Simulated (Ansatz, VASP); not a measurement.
# One calculation of MgO, two programs

```
Mg O
1.0
     3.39922    0.00000    0.00000
    -1.69961    2.94381    0.00000
     0.00000    0.00000    4.38694
Mg O
2 2
Direct
  0.66667 0.33333 0.75000
  0.33333 0.66667 0.25000
  0.66667 0.33333 0.25000
  0.33333 0.66667 0.75000
```

Change from the starting cell: strain -0.025 along x and y, +0.050 along z, atoms carried along.

Alike in both runs: task single point; functional PBEsol; k mesh 9 × 9 × 6; occupations gaussian, width 0.05 eV; no spin polarisation.

|  | VASP | Ansatz |
| --- | --- | --- |
| version | VASP 6.6.1 | Ansatz 0.2.0 |
| potentials or method | VASP PAW PBE potentials, release 64 (Mg, O), cutoff 520 eV | scalar-relativistic, plane waves, PAW |
| valence electrons in the cell | 16 | 32 |

Ansatz gave:

* gap on the k mesh at the Fermi level (eV): 3.25
* least direct gap on the mesh (eV): 3.25
* pressure (GPa): 2.3
* traceless stress, the component that is largest in VASP (GPa): -7.88

**Question.** Which values does VASP return?

**Answer.** gap on the k mesh at the Fermi level (eV): 3.24; least direct gap on the mesh (eV): 3.24; pressure (GPa): 2.0; traceless stress, the component that is largest in VASP (GPa): -8.00.

VASP's potentials were made for PBE, not for PBEsol. The functional is the same, so the differences come from potentials, cutoffs and numerics. VASP's potentials hold 16 valence electrons a cell and Ansatz's 32, so a difference there can come from the potentials and not from the codes.
